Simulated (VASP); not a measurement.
Wanted: the native input for a VASP 6.6.1 run.

| Item | Value |
| --- | --- |
| Task | single point |
| Functional | PBEsol |
| Potentials or basis | VASP PAW PBE potentials, release 64 (Cd, Se) |
| Cutoff | 520 eV |
| k mesh | 8 × 8 × 4 |
| Occupations | fermi-dirac, width 0.08 eV |
| Spin | no spin polarisation |
| Dipole correction | no |
| Further INCAR settings | ALGO = Normal; EDIFF = 1e-06; NBANDS = 26 |

The structure of CdSe (Cadmoselite) lies in POSCAR:

```
CdSe
1.0
    4.3010760450      0.0000000000      0.0000000000
   -2.1505380225      3.7248411186      0.0000000000
    0.0000000000      0.0000000000      7.0219795563
Cd Se
2 2
Direct
    0.3333333333      0.6666666667      0.0046938401
    0.6666666667      0.3333333333      0.5046938401
    0.3333333333      0.6666666667      0.3803061599
    0.6666666667      0.3333333333      0.8803061599
```

One way to write it, as run:

INCAR

```
  ALGO = Normal
  EDIFF = 1E-6
  ENCUT = 520
  GGA = PS
  ISIF = 2
  ISMEAR = -1
  LASPH = True
  LCHARG = False
  LREAL = False
  LWAVE = False
  NBANDS = 26
  NELM = 60
  PREC = Accurate
  SIGMA = 0.08
```

KPOINTS

```
k-points
0
Gamma
  8 8 4
```

Potentials or basis: VASP PAW PBE potentials, release 64 (Cd, Se).

Run with:

```bash
$ cat potpaw_PBE.64/Cd/POTCAR potpaw_PBE.64/Se/POTCAR > POTCAR
$ mpirun -np 1 vasp_std > vasp.out
```

Results of the run:

```yaml
Pressure: 0.4 GPa
Band_gap_on_the_k_mesh: 0.54 eV, direct
```

Caveat: the PAW data sets were made with another functional, which shifts forces and pressure a little.

It took 64 s on 1 thread of Intel(R) Xeon(R) Platinum 8175M CPU @ 2.50GHz (Skylake/Cascade Lake), with other jobs on the host, peak memory 0.26 GiB.
